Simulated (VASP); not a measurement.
# W3O4 (Pm-3m) in VASP: further runs

The runs below take W3O4 through single point, relaxation of cell and atoms, with PBE.

Everything below comes from runs of VASP 6.6.1. Logs are shortened: lines on timing, memory, paths and dates and some standing lists are left out, and cuts for length are marked.

## 1. The cell of the first run

The structure is cubic, space group Pm-3m (No. 221). The conventional cell has a = 4.149 Å, b = 4.149 Å, c = 4.149 Å, α = 90.00°, β = 90.00°, γ = 90.00°. Within 2.7 Å of W (site symmetry 4/mmm) lie 6 O at 2.07 Å. Within 2.7 Å of O (site symmetry m-3m) lie 6 W at 2.07 Å. O (site symmetry 4/mmm) has 4 W at 2.07 Å within 2.7 Å.

The cell was built from a structure type or drawn by symmetry, and may not be a known phase.

## 2. Single point, PBE, collinear spin, zero start

INCAR

```
PREC = Accurate
ENCUT = 520
EDIFF = 1E-7
ISMEAR = 0
SIGMA = 0.1
LREAL = F
LASPH = T
NELM = 150
ALGO = Normal
ISIF = 2
LWAVE = F
LCHARG = F
ISPIN = 2
MAGMOM = 0 0 0 0 0 0 0
LORBIT = 11
LMAXMIX = 4
GGA = PE
NBANDS = 46
```

KPOINTS

```
regular mesh
0
Gamma
  4 4 4
```

POSCAR

```
W3O4
1.0
    4.1491543400      0.0000000000      0.0000000000
    0.0000000000      4.1491543400      0.0000000000
    0.0000000000      0.0000000000      4.1491543400
W O
3 4
Direct
    0.5000000000      0.5000000000      0.0000000000
    0.0000000000      0.5000000000      0.5000000000
    0.5000000000      0.0000000000      0.5000000000
    0.5000000000      0.5000000000      0.5000000000
    0.5000000000      0.0000000000      0.0000000000
    0.0000000000      0.5000000000      0.0000000000
    0.0000000000      0.0000000000      0.5000000000
```

Potentials or basis: VASP PAW PBE potentials, release 64 (W_sv, O).

On the command line:

```console
cat potpaw_PBE.64/W_sv/POTCAR potpaw_PBE.64/O/POTCAR > POTCAR
mpirun -np 1 vasp_std > vasp.out
```

OUTCAR:

```text
PREC = Accurate
   ENCUT = 520
   EDIFF = 1E-7
   ISMEAR = 0
   LREAL = F
   LASPH = T
   NELM = 150
   ISIF = 2
   ISPIN = 2
   LORBIT = 11
   GGA = PE

 ion  position               nearest neighbor table
   1  0.500  0.500  0.000-   4 2.07   5 2.07   6 2.07   4 2.07   5 2.07   6 2.07   3 2.93   3 2.93
                             3 2.93   2 2.93   3 2.93   2 2.93   2 2.93   2 2.93
   2  0.000  0.500  0.500-   4 2.07   6 2.07   7 2.07   6 2.07   7 2.07   4 2.07   3 2.93   3 2.93
                             1 2.93   1 2.93   3 2.93   1 2.93   1 2.93   3 2.93
   3  0.500  0.000  0.500-   4 2.07   5 2.07   7 2.07   5 2.07   4 2.07   7 2.07   2 2.93   1 2.93
                             2 2.93   1 2.93   1 2.93   2 2.93   1 2.93   2 2.93
   4  0.500  0.500  0.500-   1 2.07   2 2.07   3 2.07   1 2.07   3 2.07   2 2.07
   5  0.500  0.000  0.000-   1 2.07   3 2.07   3 2.07   1 2.07
   6  0.000  0.500  0.000-   1 2.07   2 2.07   2 2.07   1 2.07
   7  0.000  0.000  0.500-   2 2.07   3 2.07   2 2.07   3 2.07

  LATTYP: Found a simple cubic cell.
 ALAT       =     4.1491543400

  Lattice vectors:

 A1 = (   4.1491543400,   0.0000000000,   0.0000000000)
 A2 = (   0.0000000000,   4.1491543400,   0.0000000000)
 A3 = (   0.0000000000,   0.0000000000,   4.1491543400)

Analysis of symmetry for initial positions (statically):
=====================================================================
 Subroutine PRICEL returns:
 Original cell was already a primitive cell.

 Routine SETGRP: Setting up the symmetry group for a
 simple cubic supercell.

 Subroutine GETGRP returns: Found 48 space group operations
 (whereof 48 operations were pure point group operations)
 out of a pool of 48 trial point group operations.

The static configuration has the point symmetry O_h .

Analysis of symmetry for dynamics (positions and initial velocities):
=====================================================================
 Subroutine PRICEL returns:
 Original cell was already a primitive cell.

 Routine SETGRP: Setting up the symmetry group for a
 simple cubic supercell.

 Subroutine GETGRP returns: Found 48 space group operations
 (whereof 48 operations were pure point group operations)
 out of a pool of 48 trial point group operations.

The dynamic configuration has the point symmetry O_h .

Analysis of structural, dynamic, and magnetic symmetry:
=====================================================================
 Subroutine PRICEL returns:
 Original cell was already a primitive cell.

 Routine SETGRP: Setting up the symmetry group for a
 simple cubic supercell.
[... 144 lines left out ...]
  ---------------------------------------------------
  ext. energy  EPLUGINS =         0.00000000
  ---------------------------------------------------
  free energy    TOTEN  =       -61.08784941 eV

  energy without entropy =      -61.06032154  energy(sigma->0) =      -61.07408547

 E-fermi :  11.5454     XC(G=0): -13.1650

 val. band max:       11.4820938168   @ k =   0.2500   0.0000   0.0000
 cond. band min:      11.5538610983   @ k =   0.5000   0.2500   0.2500
 fundamental gap:      0.0717672815
 Fermi energy:        11.5453945795

 spin component 1

 k-point     1 :       0.0000    0.0000    0.0000
  band No.  band energies     occupation
      1     -64.0306      1.00000
      2     -63.9479      1.00000
      3     -63.9479      1.00000
      4     -28.7484      1.00000
      5     -28.7484      1.00000
      6     -28.7484      1.00000
[... 469 lines left out ...]
     44      17.5798      0.00000
     45      18.0789      0.00000
 Fermi energy:        11.5453945795

 spin component 2

 k-point     1 :       0.0000    0.0000    0.0000
  band No.  band energies     occupation
      1     -64.0306      1.00000
      2     -63.9479      1.00000
      3     -63.9479      1.00000
      4     -28.7484      1.00000
      5     -28.7484      1.00000
      6     -28.7484      1.00000
[... 469 lines left out ...]
     44      17.5798      0.00000
     45      18.0789      0.00000
 [bands above 45 left out]

------------------------ aborting loop because EDIFF is reached ----------------------------------------

  FORCE on cell =-STRESS in cart. coord.  units (eV):
  Direction    XX          YY          ZZ          XY          YZ          ZX
  --------------------------------------------------------------------------------------
  -------------------------------------------------------------------------------------
  Total       14.3464790     14.3464790     14.3464790     -0.0000000     -0.0000000     -0.0000000
  in kB      321.7934047    321.7934047    321.7934047     -0.0000000     -0.0000000     -0.0000000
  external PRESSURE =     321.7934047 kB  Pullay stress =       0.0000000 kB

 VOLUME and BASIS-vectors are now :
 -----------------------------------------------------------------------------
  energy-cutoff  :      520.00
  volume of cell :       71.43
      direct lattice vectors                 reciprocal lattice vectors
     4.149154340  0.000000000  0.000000000     0.241012967  0.000000000  0.000000000
     0.000000000  4.149154340  0.000000000     0.000000000  0.241012967  0.000000000
     0.000000000  0.000000000  4.149154340     0.000000000  0.000000000  0.241012967

 POSITION                                       TOTAL-FORCE (eV/Angst)
 -----------------------------------------------------------------------------------
      2.07458      2.07458      0.00000         0.000000      0.000000      0.000000
      0.00000      2.07458      2.07458         0.000000      0.000000      0.000000
      2.07458      0.00000      2.07458         0.000000      0.000000      0.000000
      2.07458      2.07458      2.07458         0.000000      0.000000      0.000000
      2.07458      0.00000      0.00000         0.000000      0.000000      0.000000
      0.00000      2.07458      0.00000         0.000000      0.000000      0.000000
      0.00000      0.00000      2.07458         0.000000      0.000000      0.000000
 -----------------------------------------------------------------------------------
    total drift:                                0.000000     -0.000000     -0.000000

  FREE ENERGIE OF THE ION-ELECTRON SYSTEM (eV)
  ---------------------------------------------------
  free  energy   TOTEN  =       -61.0878494107 eV

  energy  without entropy=      -61.0603215358  energy(sigma->0) =      -61.07408547

 total charge

# of ion       s       p       d       tot
------------------------------------------
    1        2.248   6.296   3.566  12.109
    2        2.248   6.296   3.566  12.109
    3        2.248   6.296   3.566  12.109
    4        1.539   3.643   0.000   5.182
    5        1.546   3.536   0.000   5.081
    6        1.546   3.536   0.000   5.081
    7        1.546   3.536   0.000   5.081
--------------------------------------------------
tot         12.921  33.137  10.697  56.755

 magnetization (x)

# of ion       s       p       d       tot
------------------------------------------
    1       -0.000  -0.000  -0.000  -0.000
    2       -0.000  -0.000  -0.000  -0.000
    3       -0.000  -0.000  -0.000  -0.000
    4       -0.000   0.000   0.000   0.000
    5       -0.000  -0.000   0.000  -0.000
    6       -0.000  -0.000   0.000  -0.000
    7       -0.000  -0.000   0.000  -0.000
--------------------------------------------------
tot         -0.000  -0.000  -0.000  -0.000
```

OSZICAR:

```text
N       E                     dE             d eps       ncg     rms          rms(c)
DAV:   1     0.844800601568E+03    0.84480E+03   -0.37230E+04  1856   0.167E+03
DAV:   2     0.197218108354E+00   -0.84460E+03   -0.80779E+03  1964   0.525E+02
DAV:   3    -0.672582889380E+02   -0.67456E+02   -0.65093E+02  2132   0.147E+02
DAV:   4    -0.687393677411E+02   -0.14811E+01   -0.14617E+01  2102   0.219E+01
DAV:   5    -0.687576865059E+02   -0.18319E-01   -0.18292E-01  2054   0.241E+00    0.544E+01
DAV:   6    -0.615773421341E+02    0.71803E+01   -0.32540E+01  2212   0.349E+01    0.225E+01
DAV:   7    -0.611770700275E+02    0.40027E+00   -0.25614E+00  2006   0.994E+00    0.163E+01
DAV:   8    -0.611005028179E+02    0.76567E-01   -0.37881E-01  2092   0.414E+00    0.183E+00
DAV:   9    -0.610883808596E+02    0.12122E-01   -0.31305E-02  2122   0.113E+00    0.457E-01
DAV:  10    -0.610876672572E+02    0.71360E-03   -0.77517E-03  1992   0.496E-01    0.228E-01
DAV:  11    -0.610878334645E+02   -0.16621E-03   -0.63288E-04  2176   0.162E-01    0.727E-02
DAV:  12    -0.610878360598E+02   -0.25953E-05   -0.10073E-04  2112   0.663E-02    0.145E-02
DAV:  13    -0.610878475775E+02   -0.11518E-04   -0.20939E-05  2006   0.271E-02    0.877E-03
DAV:  14    -0.610878490422E+02   -0.14647E-05   -0.21651E-06  2128   0.745E-03    0.328E-03
DAV:  15    -0.610878493966E+02   -0.35439E-06   -0.90221E-07  1912   0.606E-03    0.177E-03
DAV:  16    -0.610878494107E+02   -0.14055E-07   -0.17924E-07  1660   0.242E-03
   1 F= -.61087849E+02 E0= -.61074085E+02  d E =-.275279E-01  mag=    -0.0000
```

stdout:

```text
POSCAR found type information on POSCAR W O
 POSCAR found :  2 types and       7 ions
 scaLAPACK will be used
 LDA part: xc-table for (Slater+PW92), standard interpolation
 POSCAR, INCAR and KPOINTS ok, starting setup
 FFT: planning ... GRIDC
 FFT: planning ... GRID_SOFT
 FFT: planning ... GRID
 WAVECAR not read
 entering main loop
```

Run time: 75 s. Hardware: 1 thread of Intel Xeon Platinum 8259CL at 2.50GHz (Skylake/Cascade Lake), shared host; peak memory 0.22 GiB.

What came out:

```yaml
Free_energy: -61.0878 eV
Pressure: 32.2 GPa
Band_gap_on_the_k_mesh: zero (filled and empty bands overlap)
Net_moment: 0.00 μB per cell
Valence_electrons_inside_the_program's_atomic_spheres: W 12.11; O 5.18, 5.08 (each value once)
```

Levels at points of the mesh, in eV from the Fermi level:
Spin up:
| k point | band 30 | band 31 | band 32 | band 33 | band 34 | band 35 | band 36 | band 37 |
| --- | --- | --- | --- | --- | --- | --- | --- | --- |
| (0.00, 0.00, 0.00) | -5.28 | -5.28 | -0.91 | -0.91 | -0.91 | -0.24 | -0.24 | 0.02 |
| (0.50, 0.00, 0.00) | -1.82 | -1.15 | -1.15 | -0.95 | -0.95 | 0.15 | 0.71 | 1.02 |
| (0.50, 0.50, 0.00) | -0.75 | -0.75 | -0.50 | 0.26 | 0.30 | 0.49 | 0.49 | 1.20 |
| (0.50, 0.50, 0.50) | 0.48 | 0.48 | 0.95 | 0.95 | 0.95 | 1.32 | 1.64 | 1.64 |
Spin down:
```csv
k point,band 30,band 31,band 32,band 33,band 34,band 35,band 36,band 37
"(0.00, 0.00, 0.00)",-5.28,-5.28,-0.91,-0.91,-0.91,-0.24,-0.24,0.02
"(0.50, 0.00, 0.00)",-1.82,-1.15,-1.15,-0.95,-0.95,0.15,0.71,1.02
"(0.50, 0.50, 0.00)",-0.75,-0.75,-0.50,0.26,0.30,0.49,0.49,1.20
"(0.50, 0.50, 0.50)",0.48,0.48,0.95,0.95,0.95,1.32,1.64,1.64
```

Caveat: the k points lie up to 0.38 Å⁻¹ apart, too coarse for converged energies and pressures of a metal; spin-orbit coupling is left out, which moves the levels of the heavy elements.

## 3. Relaxation of cell and atoms, PBE

INCAR

```
SYSTEM = W3O4
ALGO = Normal
EDIFF = 1E-7
EDIFFG = -0.04
ENCUT = 600
GGA = PE
IBRION = 2
ISIF = 3
ISMEAR = 0
LASPH = .True.
LCHARG = .False.
LREAL = .False.
LWAVE = .False.
NELM = 80
NSW = 90
PREC = Accurate
SIGMA = 0.1
```

KPOINTS

```
k-points
0
Gamma
  4 4 4
  0 0 0
```

POSCAR is that of step 2.

Potentials or basis: VASP PAW PBE potentials, release 64 (W_sv, O).

On the command line:

```console
cat potpaw_PBE.64/W_sv/POTCAR potpaw_PBE.64/O/POTCAR > POTCAR
mpirun -np 1 vasp_std > vasp.out
```

Wall time 3.2 min (1 thread of Intel Xeon Platinum 8259CL at 2.50GHz (Skylake/Cascade Lake), shared host); peak memory 0.22 GiB.

Results (log left out):

| Quantity | Value |
| --- | --- |
| Free energy | -61.7847 eV |
| Relaxed volume | 11.30 Å³/atom |
| Relaxed cell | a = 4.293 Å, b = 4.293 Å, c = 4.293 Å, α = 90.00°, β = 90.00°, γ = 90.00° |
| Space group after relaxing (to 0.1 Å) | Pm-3m (No. 221) |
| Energy gained by relaxing | 97.8 meV/atom |
| Ionic steps | 4 |
| Pressure after relaxing | -0.2 GPa |
| Band gap on the k mesh | zero (bands 33 and 34 overlap by 1.57 eV) |

The path:
| step | energy change (eV) | largest force (eV/Å) | pressure (GPa) | volume (Å³) |
| --- | --- | --- | --- | --- |
| 1 | 0.0000 | 0.0000 | 32.00 | 71.43 |
| 2 | 1.0324 | 0.0000 | -30.15 | 94.64 |
| 3 | -0.6828 | 0.0000 | -1.47 | 79.50 |
| 4 | -0.6849 | 0.0000 | -0.17 | 79.09 |

Final structure:
```
W O
1.0
     4.29255    0.00000    0.00000
     0.00000    4.29255    0.00000
     0.00000    0.00000    4.29255
W O
3 4
Cartesian
  2.1463 2.1463 0.0000
  0.0000 2.1463 2.1463
  2.1463 0.0000 2.1463
  2.1463 2.1463 2.1463
  2.1463 0.0000 0.0000
  0.0000 2.1463 0.0000
  0.0000 0.0000 2.1463
```

Levels at points of the mesh, in eV from the Fermi level:
| k point | band 29 | band 30 | band 31 | band 32 | band 33 | band 34 | band 35 | band 36 | band 37 | band 38 |
| --- | --- | --- | --- | --- | --- | --- | --- | --- | --- | --- |
| (0.00, 0.00, 0.00) | -4.71 | -4.71 | -4.71 | -0.74 | -0.74 | -0.74 | -0.52 | -0.19 | -0.19 | 1.31 |
| (0.50, 0.00, 0.00) | -4.58 | -1.49 | -0.95 | -0.95 | -0.76 | -0.76 | 0.18 | 0.25 | 0.87 | 0.87 |
| (0.50, 0.50, 0.00) | -0.98 | -0.59 | -0.59 | -0.39 | 0.25 | 0.26 | 0.41 | 0.41 | 0.89 | 1.20 |
| (0.50, 0.50, 0.50) | 0.41 | 0.41 | 0.41 | 0.81 | 0.81 | 0.81 | 1.15 | 1.38 | 1.38 | 4.08 |

Caveat: the k points lie up to 0.37 Å⁻¹ apart in the final cell, too coarse for converged energies and pressures of a metal; spin-orbit coupling is left out, which moves the levels of the heavy elements.

## 4. Single point, PBE

This run uses another cell than the first one, of 11.23 Å³/atom.

INCAR

```
  ALGO = Normal
  EDIFF = 1E-6
  ENCUT = 520
  GGA = PE
  ISIF = 2
  ISMEAR = 0
  LASPH = True
  LCHARG = False
  LREAL = False
  LWAVE = False
  NBANDS = 42
  NELM = 60
  PREC = Accurate
  SIGMA = 0.1
```

KPOINTS

```
k-points
0
Gamma
  10 10 10
```

Changes to POSCAR since step 3:

```diff
@@ -2,5 +2,5 @@
 1.0
-    4.1491543400      0.0000000000      0.0000000000
-    0.0000000000      4.1491543400      0.0000000000
-    0.0000000000      0.0000000000      4.1491543400
+    4.2840644554      0.0000000000      0.0000000000
+    0.0000000000      4.2840644554      0.0000000000
+    0.0000000000      0.0000000000      4.2840644554
 W O
```

On the command line:

```console
cat potpaw_PBE.64/W_sv/POTCAR potpaw_PBE.64/O/POTCAR > POTCAR
mpirun -np 1 vasp_std > vasp.out
```

Run time: 2.7 min. Hardware: 1 thread of Intel Xeon Platinum 8259CL at 2.50GHz (Skylake/Cascade Lake), shared host; peak memory 0.27 GiB.

The run converged. Its results:

```
Free energy            : -61.7235 eV
Pressure               : 1.6 GPa
Band gap on the k mesh : zero (bands 33 and 34 overlap by 1.62 eV)
```

Levels at points of the mesh, in eV from the Fermi level:
```csv
k point,band 29,band 30,band 31,band 32,band 33,band 34,band 35,band 36,band 37,band 38
"(0.00, 0.00, 0.00)",-4.86,-4.86,-4.86,-0.91,-0.91,-0.91,-0.75,-0.45,-0.45,1.17
"(0.50, 0.00, 0.00)",-4.88,-1.65,-1.17,-1.17,-1.05,-1.05,-0.09,-0.01,0.71,0.71
"(0.50, 0.50, 0.00)",-1.29,-0.84,-0.84,-0.64,0.11,0.12,0.16,0.16,0.58,1.07
"(0.50, 0.50, 0.50)",0.14,0.14,0.14,0.57,0.57,0.57,1.02,1.25,1.25,3.85
```

Caveat: spin-orbit coupling is left out, which moves the levels of the heavy elements.

(Part 1 of 2 ends here.)
